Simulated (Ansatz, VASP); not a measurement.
## One calculation of Be, two programs

Contents of INCAR:

```
SYSTEM = Be
  PREC = Accurate
  ENCUT = 520
  EDIFF = 1E-7
  ISMEAR = 0
  SIGMA = 0.15
  LREAL = .FALSE.
  LASPH = .TRUE.
  NELM = 80
  ALGO = Fast
  ISIF = 2
  LWAVE = .FALSE.
  LCHARG = .FALSE.
  GGA = PS
  NBANDS = 9
```

The input KPOINTS:

```
Automatic mesh
0
G
  24 24 14
  0 0 0
```

Contents of POSCAR:

```
Be
1.0
    2.2995019849      0.0000000000      0.0000000000
   -1.1497509925      1.7922844215      0.0000000000
    0.0000000000      0.0000000000      3.6009000000
Be
2
Direct
    0.3333333333      0.6666666667      0.2500000000
    0.6666666667      0.3333333333      0.7500000000
```

Input for Ansatz:

```yaml
crystal:
  lattice:
    - [2.2995019849, 0.0, 0.0]
    - [-1.1497509925, 1.7922844215, 0.0]
    - [0.0, 0.0, 3.6009]
  atoms:
    - { symbol: Be, position: [0.3333333333, 0.6666666667, 0.25] }
    - { symbol: Be, position: [0.6666666667, 0.3333333333, 0.75] }
basis:
  ecutwfc: 420
kpoints:
  mp_grid: { grid: [24, 24, 14] }
hamiltonian:
  xc: pbesol
scf:
  occupations: { method: gaussian, width: 0.15 }
output:
  forces: true
  stress: true
  eigenvalues: true
```

Change from the starting cell: strain -0.1000 x Voigt [0, 1, 0, 0, 0, 0], atoms carried along.

Alike in both runs: task single point; functional PBEsol; k mesh 24 × 24 × 14; occupations gaussian, width 0.15 eV; no spin polarisation.

|  | VASP | Ansatz |
| --- | --- | --- |
| version | VASP 6.6.1 | Ansatz 0.2.0 |
| potentials or method | VASP PAW PBE potentials, release 64 (Be), cutoff 520 eV | scalar-relativistic, plane waves, PAW |
| valence electrons in the cell | 4 | 4 |

VASP gave:

```
gap on the k mesh at the Fermi level (eV)                     : none
pressure (GPa)                                                : 8.5
traceless stress, the component that is largest in VASP (GPa) : 24.30
rms of the force components (eV/Å)                            : 0.173
```

Problem. Which values does Ansatz return?

Solution. gap on the k mesh at the Fermi level (eV): none; pressure (GPa): 8.0; traceless stress, the component that is largest in VASP (GPa): 24.28; rms of the force components (eV/Å): 0.172.

VASP's potentials were made for PBE, not for PBEsol. Atom by atom the forces differ by 0.001 eV/Å (rms over components). A gap of «none» marks a metal or a gap that the smearing closes. The functional is the same, so the differences come from potentials, cutoffs and numerics.
